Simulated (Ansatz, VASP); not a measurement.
## GaN: VASP beside Ansatz

```xyz
2
Lattice="0.0000 2.2741 2.2741 2.2741 0.0000 2.2741 2.2741 2.2741 0.0000" Properties=species:S:1:pos:R:3 pbc="T T T"
Ga    0.0000    0.0000    0.0000
N     3.4112    3.4112    3.4112
```

Alike in both runs: functional PBE; k mesh 10 × 10 × 10; occupations gaussian, width 0.02 eV; no spin polarisation.

Ansatz relaxed the structure, and its values are those at the end. VASP's run is a single point on that final structure, the one shown.

|  | VASP | Ansatz |
| --- | --- | --- |
| version | VASP 6.6.1 | Ansatz 0.2.0 |
| potentials or method | VASP PAW PBE potentials, release 64 (Ga_d, N), cutoff 600 eV | scalar-relativistic, plane waves, PAW |
| valence electrons in the cell | 18 | 18 |

Ansatz gave:

```
gap on the k mesh at the Fermi level (eV) : 1.54
least direct gap on the mesh (eV)         : 1.54
pressure (GPa)                            : 0.0
```

**Question.** Which values does VASP return?

**Answer.** gap on the k mesh at the Fermi level (eV): 1.55; least direct gap on the mesh (eV): 1.55; pressure (GPa): 0.0.
